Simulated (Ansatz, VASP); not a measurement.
Mg3NbO2: VASP beside Ansatz

```
CELL_PARAMETERS angstrom
6.55901 0.00000 0.00000
-3.27950 5.68027 0.00000
0.00000 0.00000 3.18538
ATOMIC_POSITIONS crystal
Mg 0.50000 0.00000 0.50000
Mg 0.00000 0.50000 0.50000
Mg 0.50000 0.50000 0.50000
Nb 0.00000 0.00000 0.50000
O 0.33333 0.66667 0.50000
O 0.66667 0.33333 0.50000
```

Alike in both runs: task relaxation of cell and atoms; functional PBE; k mesh 3 × 3 × 6; occupations gaussian, width 0.1 eV; collinear spin.

```csv
,VASP,Ansatz
version,VASP 6.6.1,Ansatz 0.2.0
potentials or method,"VASP PAW PBE potentials, release 64 (Mg, Nb_sv, O), cutoff 600 eV","scalar-relativistic, plane waves, PAW"
valence electrons in the cell,31,55
```

Ansatz gave:

- gap on the k mesh at the Fermi level, each at its own relaxed structure (eV): none
- net moment per atom (μB): 0.61
- size of the moment on the site where the two differ most (μB): 2.17
- relaxed volume (Å³/atom): 19.46
- relaxed length of the cell vector where the two differ most in proportion (Å): 3.131

Task: What did VASP give for the same quantities?

Result: gap on the k mesh at the Fermi level, each at its own relaxed structure (eV): none; net moment per atom (μB): 0.61; size of the moment on the site where the two differ most (μB): 1.94; relaxed volume (Å³/atom): 19.39; relaxed length of the cell vector where the two differ most in proportion (Å): 3.124.

Site moments also hang on the region over which each program counts them. A gap of «none» marks a metal or a gap that the smearing closes. VASP's potentials hold 31 valence electrons a cell and Ansatz's 55, so a difference there can come from the potentials and not from the codes.

The k mesh is coarse, so the values compare programs but aren't converged.
